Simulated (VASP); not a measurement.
AlGa3N4: single point with PBEsol

Crystal: AlGa3N4.

```
Al Ga N
1.0
     0.00000   -3.16498    0.00000
     0.00359    0.00000   -5.47849
    10.28769    0.00000   -4.56499
Al Ga N
2 6 8
Cartesian
  8.6985 -1.5825 -1.8222
  3.5561 -1.5825 -1.8223
  0.9785 -1.5825 -3.6436
  6.1208 -1.5825 -3.6435
  0.9762 0.0000 -0.9228
  6.1186 0.0000 -0.9227
  3.5541 0.0000 -4.5680
  8.6965 0.0000 -4.5679
  9.3119 -1.5825 -3.6151
  4.1696 -1.5825 -3.6152
  9.2998 0.0000 -0.9510
  4.1574 0.0000 -0.9511
  1.6030 0.0000 -4.5678
  6.7454 0.0000 -4.5677
  1.6567 -1.5825 -1.8227
  6.7990 -1.5825 -1.8226
```

This cell differs from its parent crystal: the part above a cut slid along it.

```json
{"Program": "VASP 6.6.1", "Task": "single point", "Functional": "PBEsol", "Potentials or basis": "VASP PAW PBE potentials, release 64 (Al, Ga_d, N)", "Cutoff": "520 eV", "k mesh": "8 × 5 × 3", "Occupations": "gaussian, width 0.05 eV", "Spin": "no spin polarisation"}
```

The pressure is -1.3 GPa, the largest force is 1.205 eV/Å and the band gap on the k mesh is 2.05 eV.

Forces on the atoms (eV/Å):
```
Al  -0.479  0.000  0.309
Al   0.181  0.000 -0.023
Ga  -0.231  0.000 -1.182
Ga   0.148  0.000  0.041
Ga  -0.179  0.000 -1.172
Ga   0.152  0.000  0.003
Ga   0.119  0.000 -0.037
Ga  -0.316  0.000  0.444
N    0.515  0.000  0.897
N   -0.109  0.000  0.003
N    0.692  0.000  0.806
N   -0.110  0.000  0.009
N    0.023  0.000 -0.072
N   -0.126  0.000  0.030
N   -0.091  0.000 -0.076
N   -0.189  0.000  0.021
```

Stress tensor (GPa, compression positive):
```
 0.37  0.00 -5.25
 0.00  0.42  0.00
-5.25  0.00 -4.54
```

Levels at points of the mesh, in eV from the valence-band top:
```tsv
k point	band 60	band 61	band 62	band 63	band 64	band 65
(0.00, 0.00, 0.00)	-0.20	-0.04	0.00	2.05	3.37	4.32
(0.50, 0.00, 0.00)	-1.56	-1.04	-1.00	4.63	4.73	5.79
```

Run time: 8.1 min on 1 × NVIDIA H100 80GB with 1 thread of AMD EPYC 7R13 Processor (Zen 3), with other jobs on the host, peak memory 1.5 GiB.

Caveat: the cell differs from its parent crystal (the part above a cut slid along it); the PAW data sets were made with another functional, which shifts forces and pressure a little.
